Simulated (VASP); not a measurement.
Eu, 1 atom in the cell. It takes space group Fm-3m (No. 225, cubic). The conventional cell has a = 5.762 Å, b = 5.762 Å, c = 5.762 Å, α = 90.00°, β = 90.00°, γ = 90.00°. Eu (site symmetry m-3m) has 12 Eu at 4.07 Å within 5.3 Å. 

```yaml
Program: VASP 6.6.1
Task: single point
Functional: PBE
Potentials_or_basis: VASP PAW PBE potentials, release 64 (Eu)
Cutoff: 520 eV
k_mesh: 6 × 6 × 6
Occupations: gaussian, width 0.05 eV
Spin: collinear spin, ferromagnetic start
Starting_moments: "[7.93] μB"
Hubbard_terms: Eu f U = 6.0 eV
Dipole_correction: no
Further_INCAR_settings: ALGO = Normal; EDIFF = 1e-06; NBANDS = 18
```

Potentials or basis: VASP PAW PBE potentials, release 64 (Eu).

Run with:

```bash
$ cat potpaw_PBE.64/Eu/POTCAR > POTCAR
$ mpirun -np 1 vasp_std > vasp.out
```

Hardware: 1 thread of Intel(R) Xeon(R) 6975P-C (Granite Rapids), with other jobs on the host.

How long does it take, and how much memory?

Wall time 27 s on 1 thread of Intel(R) Xeon(R) 6975P-C (Granite Rapids) (shared host), peak memory 0.19 GiB. Counts: scf iterations 16, k points 16.
